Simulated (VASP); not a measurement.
# NaI (I4/mmm) in VASP: notebook, part 2 of 3

VASP 6.6.1.

### 4 Electric field gradients, LDA (zz strain of +1 %)

File INCAR:

```
SYSTEM = NaI
PREC = Accurate
ENCUT = 520
EDIFF = 1E-8
ISMEAR = -1
SIGMA = 0.02
LREAL = .FALSE.
LASPH = .TRUE.
NELM = 80
ALGO = Normal
ISIF = 2
LWAVE = .FALSE.
LCHARG = .FALSE.
GGA = CA
LEFG = .TRUE.
NBANDS = 14
```

File KPOINTS:

```
regular mesh
0
G
  8 8 8
  0 0 0
```

File POSCAR:

```
NaI
1.0
    0.0000000000      3.2364000000      3.2687640000
    3.2364000000      0.0000000000      3.2687640000
    3.2364000000      3.2364000000      0.0000000000
Na I
1 1
Direct
    0.0000000000      0.0000000000      0.0000000000
    0.5000000000      0.5000000000      0.5000000000
```

Potentials or basis: VASP PAW LDA potentials, release 64 (Na_pv, I).

The run is started by

```console
$ cat potpaw_LDA.64/Na_pv/POTCAR potpaw_LDA.64/I/POTCAR > POTCAR
$ mpirun -np 1 vasp_std > vasp.out
```

OUTCAR:

```text
SYSTEM = NaI
   PREC = Accurate
   ENCUT = 520
   EDIFF = 1E-8
   ISMEAR = -1
   LREAL = .FALSE.
   LASPH = .TRUE.
   NELM = 80
   ISIF = 2
   GGA = CA

 ion  position               nearest neighbor table
   1  0.000  0.000  0.000-
   2  0.500  0.500  0.500-

  LATTYP: Found a body centered tetragonal cell.
 ALAT       =     4.5769607733
 C/A-ratio  =     1.4283556980

  Lattice vectors:

 A1 = (  -3.2364000000,   0.0000000000,   3.2687640000)
 A2 = (   3.2364000000,   0.0000000000,   3.2687640000)
 A3 = (   0.0000000000,   3.2364000000,  -3.2687640000)

Analysis of symmetry for initial positions (statically):
=====================================================================
 Subroutine PRICEL returns:
 Original cell was already a primitive cell.

 Routine SETGRP: Setting up the symmetry group for a
 body centered tetragonal supercell.

 Subroutine GETGRP returns: Found 16 space group operations
 (whereof 16 operations were pure point group operations)
 out of a pool of 16 trial point group operations.

The static configuration has the point symmetry D_4h.

Analysis of symmetry for dynamics (positions and initial velocities):
=====================================================================
 Subroutine PRICEL returns:
 Original cell was already a primitive cell.

 Routine SETGRP: Setting up the symmetry group for a
 body centered tetragonal supercell.

 Subroutine GETGRP returns: Found 16 space group operations
 (whereof 16 operations were pure point group operations)
 out of a pool of 16 trial point group operations.

The dynamic configuration has the point symmetry D_4h.

 Subroutine INISYM returns: Found 16 space group operations
 (whereof 16 operations are pure point group operations),
 and found     1 'primitive' translations

----------------------------------------------------------------------------------------

                                     Primitive cell

  volume of cell :      68.4759

  direct lattice vectors                    reciprocal lattice vectors
     0.000000000  3.236400000  3.268764000    -0.154492646  0.154492646  0.152963016
     3.236400000  0.000000000  3.268764000     0.154492646 -0.154492646  0.152963016
     3.236400000  3.236400000  0.000000000     0.154492646  0.154492646 -0.152963016

  length of vectors
     4.599902504  4.599902504  4.576960773     0.266708904  0.266708904  0.266708904

  position of ions in fractional coordinates (direct lattice)
     0.000000000  0.000000000  0.000000000
     0.500000000  0.500000000  0.500000000

  ion indices of the primitive-cell ions
   primitive index   ion index
                 1           1
                 2           2

----------------------------------------------------------------------------------------

 KPOINTS: regular mesh

Automatic generation of k-mesh.
 Grid dimensions read from file:
 generate k-points for:    8    8    8

 Generating k-lattice:
[... 79 lines left out ...]
   IALGO  =     38    algorithm
   IMIX   =      4    mixing-type and parameters
     AMIX     =   0.40;   BMIX     =  1.00
     AMIX_MAG =   1.60;   BMIX_MAG =  1.00
  volume/ion in A,a.u.               =      34.24       231.05
  Fermi-wavevector in a.u.,A,eV,Ry     =   0.964432  1.822512 12.655170  0.930129
  Thomas-Fermi vector in A             =   2.094063
   LORBIT       =      0    0 simple, 1 ext, 2 COOP (PROOUT), +10 PAW based schemes
   GGA     = CA    functional components
   LHFCALC =     F    Hartree Fock is set to
   AEXX    =    0.0000 exact exchange contribution
   IVDW    =     0    specifies the selected vdW correction
   LEPSILON=     F    determine dielectric tensor
   LRPA    =     F    only Hartree local field effects (RPA)
 non-spin polarized calculation
  energy-cutoff  :      520.00
  volume of cell :       68.48
 maximum number of plane-waves:      1865
 NGX is ok and might be reduce to    36
   NGX = 17   NGY = 17   NGZ = 17

 number of electron      13.9999997 magnetization

 Free energy of the ion-electron system (eV)
  ---------------------------------------------------
  ext. energy  EPLUGINS =         0.00000000
  ---------------------------------------------------
  free energy    TOTEN  =        -5.97452304 eV

  energy without entropy =       -5.97452304  energy(sigma->0) =       -5.97452304

 E-fermi :   1.0170     XC(G=0):  -8.0603

 val. band max:        0.5580281141   @ k =   0.0000   0.0000   0.0000
 cond. band min:       3.8696016659   @ k =   0.0000   0.0000   0.0000
 fundamental gap:      3.3115735518
 Fermi energy:         1.0169996528

 k-point     1 :       0.0000    0.0000    0.0000
  band No.  band energies     occupation
      1     -21.8486      2.00000
      2     -21.8482      2.00000
      3     -21.8482      2.00000
      4     -10.5089      2.00000
      5       0.5454      2.00000
      6       0.5454      2.00000
      7       0.5580      2.00000
      8       3.8696      0.00000
      9       8.3032      0.00000
     10       8.3674      0.00000
     11       8.3674      0.00000
     12      10.1428      0.00000
     13      10.2544      0.00000
     14      10.7338      0.00000
[... 377 lines left out ...]
      1     -21.8522      2.00000
      2     -21.8491      2.00000
      3     -21.8487      2.00000
      4     -10.2597      2.00000
      5      -1.2069      2.00000
      6       0.1663      2.00000
      7       0.1999      2.00000
      8       5.7530      0.00000
      9       7.4318      0.00000
     10       7.9083      0.00000
     11       8.4596      0.00000
     12      10.3571      0.00000
     13      11.3919      0.00000
     14      11.5794      0.00000

 [... further k-points ...]

------------------------ aborting loop because EDIFF is reached ----------------------------------------

  FORCE on cell =-STRESS in cart. coord.  units (eV):
  Direction    XX          YY          ZZ          XY          YZ          ZX
  --------------------------------------------------------------------------------------
  -------------------------------------------------------------------------------------
  Total       -0.7201842     -0.7201842     -0.7949876      0.0000000     -0.0000000     -0.0000000
  in kB      -16.8506334    -16.8506334    -18.6008579      0.0000000     -0.0000000     -0.0000000
  external PRESSURE =     -17.4340415 kB  Pullay stress =       0.0000000 kB

 VOLUME and BASIS-vectors are now :
 -----------------------------------------------------------------------------
  energy-cutoff  :      520.00
  volume of cell :       68.48
      direct lattice vectors                 reciprocal lattice vectors
     0.000000000  3.236400000  3.268764000    -0.154492646  0.154492646  0.152963016
     3.236400000  0.000000000  3.268764000     0.154492646 -0.154492646  0.152963016
     3.236400000  3.236400000  0.000000000     0.154492646  0.154492646 -0.152963016

 POSITION                                       TOTAL-FORCE (eV/Angst)
 -----------------------------------------------------------------------------------
      0.00000      0.00000      0.00000         0.000000     -0.000000      0.000000
      3.23640      3.23640      3.26876        -0.000000      0.000000     -0.000000
 -----------------------------------------------------------------------------------
    total drift:                                0.000000      0.000000      0.000000

  FREE ENERGIE OF THE ION-ELECTRON SYSTEM (eV)
  ---------------------------------------------------
  free  energy   TOTEN  =        -5.9745230375 eV

  energy  without entropy=       -5.9745230375  energy(sigma->0) =       -5.97452304

 Electric field gradients (V/A^2)
---------------------------------------------------------------------
 ion       V_xx      V_yy      V_zz      V_xy      V_xz      V_yz
---------------------------------------------------------------------
   1      -0.311    -0.311     0.623    -0.002    -0.002    -0.002
   2       0.568     0.568    -1.137    -0.000    -0.000    -0.000
---------------------------------------------------------------------

 Electric field gradients after diagonalization (V/A^2)
 (convention: |V_zz| > |V_xx| > |V_yy|)
----------------------------------------------------------------------
 ion       V_xx      V_yy      V_zz     asymmetry (V_yy - V_xx)/ V_zz
----------------------------------------------------------------------
   1      -0.314    -0.309     0.623       0.008
   2       0.569     0.568    -1.137       0.001
----------------------------------------------------------------------

           NMR quadrupolar parameters

 Cq : quadrupolar parameter    Cq=e*Q*V_zz/h
 eta: asymmetry parameters     (V_yy - V_xx)/ V_zz
 Q  : nuclear electric quadrupole moment in mb (millibarn)
----------------------------------------------------------------------
 ion       Cq(MHz)       eta       Q (mb)
----------------------------------------------------------------------
   1       0.002       0.008       1.000
   2      -0.003       0.001       1.000
----------------------------------------------------------------------
```

It took 24 s on 1 thread of Intel Xeon Platinum 8488C (Sapphire Rapids), shared host; peak memory 0.2 GiB.

What came out:

| Property | Result |
| --- | --- |
| Free energy | -5.9745 eV |
| Pressure | -1.7 GPa |
| Band gap on the k mesh | 3.31 eV |
| Largest electric field gradient by atom | Na +0.6; I -1.1 V/Å² |

Electric field gradients, principal values (V/Å²):
| atom | least | middle | greatest (by size) |
| --- | --- | --- | --- |
| 1 Na | -0.309 | -0.314 | 0.623 |
| 2 I | 0.568 | 0.569 | -1.137 |

Caveat: the cell differs from its parent crystal (zz strain of +1 %); without QUAD_EFG the Cq values of the log hold for a quadrupole moment of 1 mb, not for the nuclei; spin-orbit coupling is left out, which moves the levels of the heavy elements.

### 5 Electric field gradients, LDA (zz strain of +2 %)

File INCAR:

```
ALGO = Normal
EDIFF = 1E-8
ENCUT = 520
ISIF = 2
ISMEAR = -1
LASPH = T
LCHARG = F
LEFG = T
LREAL = F
LWAVE = F
NBANDS = 14
NELM = 100
PREC = Accurate
SIGMA = 0.02
```

File KPOINTS:

```
k-points
0
Gamma
  8 8 8
```

File POSCAR:

```
NaI
1.0
    0.0000000000      3.2364000000      3.3011280000
    3.2364000000      0.0000000000      3.3011280000
    3.2364000000      3.2364000000      0.0000000000
Na I
1 1
Direct
    0.0000000000      0.0000000000      0.0000000000
    0.5000000000      0.5000000000      0.5000000000
```

Potentials or basis: VASP PAW LDA potentials, release 64 (Na_pv, I).

The run is started by

```console
$ cat potpaw_LDA.64/Na_pv/POTCAR potpaw_LDA.64/I/POTCAR > POTCAR
$ mpirun -np 1 vasp_std > vasp.out
```

OUTCAR:

```text
EDIFF = 1E-8
   ENCUT = 520
   ISIF = 2
   ISMEAR = -1
   LASPH = T
   LREAL = F
   NELM = 100
   PREC = Accurate

 ion  position               nearest neighbor table
   1  0.000  0.000  0.000-
   2  0.500  0.500  0.500-

  LATTYP: Found a body centered tetragonal cell.
 ALAT       =     4.5769607733
 C/A-ratio  =     1.4424978336

  Lattice vectors:

 A1 = (  -3.2364000000,   0.0000000000,   3.3011280000)
 A2 = (   3.2364000000,   0.0000000000,   3.3011280000)
 A3 = (   0.0000000000,   3.2364000000,  -3.3011280000)

Analysis of symmetry for initial positions (statically):
=====================================================================
 Subroutine PRICEL returns:
 Original cell was already a primitive cell.

 Routine SETGRP: Setting up the symmetry group for a
[... 597 lines left out ...]
  energy-cutoff  :      520.00
  volume of cell :       69.15
      direct lattice vectors                 reciprocal lattice vectors
     0.000000000  3.236400000  3.301128000    -0.154492646  0.154492646  0.151463379
     3.236400000  0.000000000  3.301128000     0.154492646 -0.154492646  0.151463379
     3.236400000  3.236400000  0.000000000     0.154492646  0.154492646 -0.151463379

 POSITION                                       TOTAL-FORCE (eV/Angst)
 -----------------------------------------------------------------------------------
      0.00000      0.00000      0.00000        -0.000000      0.000000      0.000000
      3.23640      3.23640      3.30113         0.000000     -0.000000     -0.000000
 -----------------------------------------------------------------------------------
    total drift:                                0.000000      0.000000      0.000000

  FREE ENERGIE OF THE ION-ELECTRON SYSTEM (eV)
  ---------------------------------------------------
  free  energy   TOTEN  =        -5.9662633197 eV

  energy  without entropy=       -5.9662633197  energy(sigma->0) =       -5.96626332

 Electric field gradients (V/A^2)
---------------------------------------------------------------------
 ion       V_xx      V_yy      V_zz      V_xy      V_xz      V_yz
---------------------------------------------------------------------
   1      -0.604    -0.604     1.207    -0.002    -0.002    -0.002
   2       1.280     1.280    -2.560    -0.000    -0.000    -0.000
---------------------------------------------------------------------

 Electric field gradients after diagonalization (V/A^2)
 (convention: |V_zz| > |V_xx| > |V_yy|)
----------------------------------------------------------------------
 ion       V_xx      V_yy      V_zz     asymmetry (V_yy - V_xx)/ V_zz
----------------------------------------------------------------------
   1      -0.606    -0.601     1.207       0.004
   2       1.280     1.279    -2.560       0.000
----------------------------------------------------------------------

           NMR quadrupolar parameters

 Cq : quadrupolar parameter    Cq=e*Q*V_zz/h
 eta: asymmetry parameters     (V_yy - V_xx)/ V_zz
 Q  : nuclear electric quadrupole moment in mb (millibarn)
----------------------------------------------------------------------
 ion       Cq(MHz)       eta       Q (mb)
----------------------------------------------------------------------
   1       0.003       0.004       1.000
   2      -0.006       0.000       1.000
----------------------------------------------------------------------
```

stdout:

```text
POSCAR found type information on POSCAR NaI
 POSCAR found :  2 types and       2 ions
 scaLAPACK will be used
 LDA part: xc-table for (Slater(with rela. corr.)+CA(PZ))
 , standard interpolation
 POSCAR, INCAR and KPOINTS ok, starting setup
 FFT: planning ... GRIDC
 FFT: planning ... GRID_SOFT
 FFT: planning ... GRID
 WAVECAR not read
 entering main loop
ion   1

ion   2
```

It took 25 s on 1 thread of Intel Xeon Platinum 8488C (Sapphire Rapids), shared host; peak memory 0.2 GiB.

Results:

```yaml
Free_energy: -5.9663 eV
Pressure: -1.8 GPa
Band_gap_on_the_k_mesh: 3.28 eV
Largest_electric_field_gradient_by_atom: Na +1.2; I -2.6 V/Å²
```

Levels at points of the mesh, in eV from the valence-band top:
```tsv
k point	band 4	band 5	band 6	band 7	band 8	band 9	band 10	band 11
(0.00, 0.00, 0.00)	-11.05	-0.02	-0.02	0.00	3.28	7.70	7.82	7.82
(0.50, 0.00, 0.00)	-10.75	-2.19	-0.31	-0.28	4.84	7.17	7.32	8.32
(0.50, 0.50, 0.00)	-10.69	-1.91	-0.72	-0.72	4.25	5.43	9.37	10.94
(0.50, 0.00, 0.50)	-10.67	-1.91	-0.81	-0.73	4.23	5.38	9.52	10.70
```

Electric field gradients, principal values (V/Å²):
```csv
atom,least,middle,greatest (by size)
1 Na,-0.601,-0.606,1.207
2 I,1.279,1.280,-2.560
```

Caveat: the cell differs from its parent crystal (zz strain of +2 %); without QUAD_EFG the Cq values of the log hold for a quadrupole moment of 1 mb, not for the nuclei; spin-orbit coupling is left out, which moves the levels of the heavy elements.

(Continued in part 3 of 3.)
